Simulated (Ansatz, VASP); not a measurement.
GaH6 in VASP and in Ansatz

Contents of INCAR:

```
ALGO     = Normal         # electronic algorithm
EDIFF    = 1E-7           # SCF threshold, eV
EDIFFG   = -0.04          # ionic threshold
ENCUT    = 1230           # plane-wave cutoff, eV
GGA      = PE             # functional
GGA_COMPAT= F            
IBRION   = 2              # ionic algorithm
ISIF     = 3              # what is computed and relaxed
ISMEAR   = 0              # smearing method
LASPH    = T              # aspherical terms in the spheres
LCHARG   = F              # write CHGCAR
LREAL    = F              # projectors in reciprocal space
LWAVE    = F              # write WAVECAR
NELM     = 120            # most SCF steps
NELMIN   = 4            
NSW      = 90             # ionic steps
PREC     = Accurate       # precision mode
SIGMA    = 0.1            # smearing width, eV
```

KPOINTS

```
k-points
0
Gamma
  4 4 4
```

Contents of POSCAR:

```
GaH6
1.0
    3.9250345000      0.0000000000      0.0000000000
    0.0000000000      3.9250345000      0.0000000000
    0.0000000000      0.0000000000      3.9250345000
Ga H
1 6
Direct
    0.0000000000      0.0000000000      0.0000000000
    0.1975000100      0.5000000000      0.5000000000
    0.5000000000      0.1975000100      0.5000000000
    0.8024999900      0.5000000000      0.5000000000
    0.5000000000      0.8024999900      0.5000000000
    0.5000000000      0.5000000000      0.1975000100
    0.5000000000      0.5000000000      0.8024999900
```

Input for Ansatz:

```yaml
crystal:
  lattice:
    - [3.9250345, 0.0, 0.0]
    - [0.0, 3.9250345, 0.0]
    - [0.0, 0.0, 3.9250345]
  atoms:
    - { symbol: Ga, position: [0.0, 0.0, 0.0] }
    - { symbol: H, position: [0.19750001, 0.5, 0.5] }
    - { symbol: H, position: [0.5, 0.19750001, 0.5] }
    - { symbol: H, position: [0.80249999, 0.5, 0.5] }
    - { symbol: H, position: [0.5, 0.80249999, 0.5] }
    - { symbol: H, position: [0.5, 0.5, 0.19750001] }
    - { symbol: H, position: [0.5, 0.5, 0.80249999] }
basis:
  ecutwfc: 420
kpoints:
  mp_grid: { grid: [4, 4, 4] }
hamiltonian:
  xc: pbe
scf:
  occupations: { method: gaussian, width: 0.1 }
  lower_state_search: "off"
output:
  forces: true
  stress: true
  eigenvalues: true
relax:
  adjacent_minimum: "off"
  f_tol: 0.04
  max_steps: 70
  cell: { stress_tol: 0.4 }
```

Change from the starting cell: species swapped into the LaB6 type (Pm-3m, No. 221).

Alike in both runs: task relaxation of cell and atoms; functional PBE; k mesh 4 × 4 × 4; occupations gaussian, width 0.1 eV; no spin polarisation.

```csv
,VASP,Ansatz
version,VASP 6.6.1,Ansatz 0.2.0
potentials or method,"VASP PAW PBE potentials, release 64 (Ga_d, H_h), cutoff 1230 eV","scalar-relativistic, plane waves, PAW"
valence electrons in the cell,19,19
```

|  | VASP | Ansatz | Ansatz less VASP |
| --- | --- | --- | --- |
| gap on the k mesh at the Fermi level, each at its own relaxed structure (eV) | none | none | - |
| relaxed volume (Å³/atom) | 13.35 | 15.45 | +2.101 |
| relaxed length of the cell vector where the two differ most in proportion (Å) | 4.538 | 4.764 | +0.2266 |

A gap of «none» marks a metal or a gap that the smearing closes. One of these differences is far larger than is usual between the two programs; its cause wasn't traced.

The k mesh is coarse, so the values compare programs but aren't converged. Noted on VASP's run: the volume moved by over 15 % at a fixed basis, so the end points are rough; too few bands were computed for a metal, which touches its energy and stress.
